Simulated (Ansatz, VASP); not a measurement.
## SnTe in VASP and in Ansatz

```
Sn Te
1.0
     4.20187    0.00000    0.00000
    -2.10093    3.63892    0.00000
     0.00000    0.00000   11.97665
Sn Te
2 2
Direct
  0.00000 0.00000 0.81363
  0.00000 0.00000 0.18637
  0.33333 0.66667 0.67354
  0.66667 0.33333 0.32646
```

Change from the starting cell: species swapped into the SnP type (P-3m1, No. 164).

Alike in both runs: functional PBE; k mesh 12 × 12 × 4; occupations gaussian, width 0.02 eV; no spin polarisation.

Ansatz relaxed the structure, and its values are those at the end. VASP's run is a single point on that final structure, the one shown.

|  | VASP | Ansatz |
| --- | --- | --- |
| version | VASP 6.6.1 | Ansatz 0.2.0 |
| potentials or method | VASP PAW PBE potentials, release 64 (Sn_d, Te), cutoff 520 eV | scalar-relativistic, plane waves, PAW |
| valence electrons in the cell | 40 | 60 |

|  | VASP | Ansatz | Ansatz less VASP |
| --- | --- | --- | --- |
| gap on the k mesh at the Fermi level (eV) | 0.93 | 0.95 | +0.019 |
| least direct gap on the mesh (eV) | 1.14 | 1.18 | +0.037 |
| pressure (GPa) | 0.0 | 0.0 | -0.02 |
| rms of the force components (eV/Å) | 0.016 | 0.001 | -0.0159 |

VASP's potentials hold 40 valence electrons a cell and Ansatz's 60, so a difference there can come from the potentials and not from the codes.

Neither program's run includes spin-orbit coupling.
